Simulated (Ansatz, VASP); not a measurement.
**Os in VASP and in Ansatz**

The input INCAR:

```
  PREC = Accurate
  ENCUT = 520
  EDIFF = 1E-6
  ISMEAR = 0
  SIGMA = 0.1
  LREAL = False
  LASPH = True
  NELM = 80
  ALGO = Fast
  ISIF = 2
  LWAVE = False
  LCHARG = False
  GGA = PE
  NBANDS = 15
```

File KPOINTS:

```
Automatic mesh
0
Gamma
  8 8 6
```

POSCAR

```
Os
1.0
    1.2749035687     -3.7117854082      0.0000000000
    1.2749035687      3.7117854082      0.0000000000
   -0.1082700102      0.0000000000      3.0696598992
Os
2
Direct
    0.8690000000      0.1310000000      0.2500000000
    0.1310000000      0.8690000000      0.7500000000
```

Input for Ansatz:

```yaml
crystal:
  lattice:
    - [1.2749035687, -3.7117854082, 0.0]
    - [1.2749035687, 3.7117854082, 0.0]
    - [-0.1082700102, 0.0, 3.0696598992]
  atoms:
    - { symbol: Os, position: [0.869, 0.131, 0.25] }
    - { symbol: Os, position: [0.131, 0.869, 0.75] }
basis:
  ecutwfc: 420
kpoints:
  mp_grid: { grid: [8, 8, 6] }
hamiltonian:
  xc: pbe
scf:
  occupations: { method: gaussian, width: 0.1 }
  lower_state_search: "off"
output:
  forces: true
  stress: true
  eigenvalues: true
```

Alike in both runs: task single point; functional PBE; k mesh 8 × 8 × 6; occupations gaussian, width 0.1 eV; no spin polarisation.

|  | VASP | Ansatz |
| --- | --- | --- |
| version | VASP 6.6.1 | Ansatz 0.2.0 |
| potentials or method | VASP PAW PBE potentials, release 64 (Os), cutoff 520 eV | scalar-relativistic, plane waves, PAW |
| valence electrons in the cell | 16 | 32 |

```csv
,VASP,Ansatz,Ansatz less VASP
gap on the k mesh at the Fermi level (eV),none,none,-
pressure (GPa),26.5,26.2,-0.31
"traceless stress, the component that is largest in VASP (GPa)",-37.93,-37.97,-0.045
rms of the force components (eV/Å),1.062,1.106,+0.0433
```

Atom by atom the forces differ by 0.043 eV/Å (rms over components). A gap of «none» marks a metal or a gap that the smearing closes. The functional is the same, so the differences come from potentials, cutoffs and numerics. VASP's potentials hold 16 valence electrons a cell and Ansatz's 32, so a difference there can come from the potentials and not from the codes.

Neither program's run includes spin-orbit coupling.
